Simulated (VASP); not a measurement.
Set up this calculation in VASP 6.6.1, as the native input.

| Item | Value |
| --- | --- |
| Task | single point |
| Functional | LDA |
| Potentials or basis | VASP PAW LDA potentials, release 64 (Li_sv) |
| Cutoff | 520 eV |
| k mesh | 14 × 14 × 8 |
| Occupations | fermi-dirac, width 0.05 eV |
| Spin | no spin polarisation |
| Dipole correction | no |
| Further INCAR settings | ALGO = Normal; EDIFF = 1e-06; NBANDS = 10 |

The structure of Li lies in POSCAR:

```
Li
1.0
    2.6334096668      0.0000000000      0.0000000000
   -1.3167048334      2.2805996700      0.0000000000
    0.0000000000      0.0000000000      4.2943725382
Li
2
Direct
    0.3333333333      0.6666666667      0.2500000000
    0.6666666667      0.3333333333      0.7500000000
```

This cell differs from its parent crystal: volume scaled by 0.68.

These files were run (other wordings do the same):

INCAR

```
PREC = Accurate
ENCUT = 520
EDIFF = 1E-6
ISMEAR = -1
SIGMA = 0.05
LREAL = False
LASPH = True
NELM = 100
ALGO = Normal
ISIF = 2
LWAVE = False
LCHARG = False
GGA = CA
NBANDS = 10
```

KPOINTS

```
regular mesh
0
Gamma
  14 14 8
```

Potentials or basis: VASP PAW LDA potentials, release 64 (Li_sv).

Run with:

```bash
$ cat potpaw_LDA.64/Li_sv/POTCAR > POTCAR
$ mpirun -np 1 vasp_std > vasp.out
```

It gave:

```yaml
Band_gap_on_the_k_mesh: zero (band 3 reaches 4.49 eV, above the bottom of band 4 at -0.56 eV)
```

It took 13 s on 1 thread of Intel Xeon 6975P-C, with other jobs on the host, peak memory 0.13 GiB.
